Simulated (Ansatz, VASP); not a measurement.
# One calculation of Ag, two programs

The input INCAR:

```
PREC = Accurate
ENCUT = 600
EDIFF = 1E-6
ISMEAR = 0
SIGMA = 0.1
LREAL = False
LASPH = True
NELM = 80
ALGO = Fast
ISIF = 3
LWAVE = False
LCHARG = False
GGA = PE
IBRION = 2
NSW = 100
EDIFFG = -0.01
```

Contents of KPOINTS:

```
regular mesh
0
Gamma
  24 24 12
```

POSCAR

```
Ag
1.0
    2.9760692472      0.0000000000      0.0000000000
   -1.4880346236      2.5773515715      0.0000000000
    0.0000000000      0.0000000000      4.7094983010
Ag
2
Direct
    0.6666666667      0.3333333333      0.2500000000
    0.3333333333      0.6666666667      0.7500000000
```

Input for Ansatz:

```yaml
crystal:
  lattice:
    - [2.9760692472, 0.0, 0.0]
    - [-1.4880346236, 2.5773515715, 0.0]
    - [0.0, 0.0, 4.709498301]
  atoms:
    - { symbol: Ag, position: [0.6666666667, 0.3333333333, 0.25] }
    - { symbol: Ag, position: [0.3333333333, 0.6666666667, 0.75] }
basis:
  ecutwfc: 420
kpoints:
  mp_grid: { grid: [24, 24, 12] }
hamiltonian:
  xc: pbe
scf:
  occupations: { method: gaussian, width: 0.1 }
output:
  forces: true
  stress: true
  eigenvalues: true
relax:
  adjacent_minimum: "off"
  f_tol: 0.01
  max_steps: 80
  cell: { stress_tol: 0.05 }
```

Alike in both runs: task relaxation of cell and atoms; functional PBE; k mesh 24 × 24 × 12; occupations gaussian, width 0.1 eV; no spin polarisation.

|  | VASP | Ansatz |
| --- | --- | --- |
| version | VASP 6.6.1 | Ansatz 0.2.0 |
| potentials or method | VASP PAW PBE potentials, release 64 (Ag), cutoff 600 eV | scalar-relativistic, plane waves, PAW |
| valence electrons in the cell | 22 | 38 |

VASP gave:

```
gap on the k mesh at the Fermi level, each at its own relaxed structure (eV) : none
relaxed volume (Å³/atom)                                                     : 17.85
relaxed length of the cell vector where the two differ most in proportion (Å)              : 4.803
```

Which values does Ansatz return?

gap on the k mesh at the Fermi level, each at its own relaxed structure (eV): none; relaxed volume (Å³/atom): 17.87; relaxed length of the cell vector where the two differ most in proportion (Å): 4.810.

A gap of «none» marks a metal or a gap that the smearing closes. VASP's potentials hold 22 valence electrons a cell and Ansatz's 38, so a difference there can come from the potentials and not from the codes.
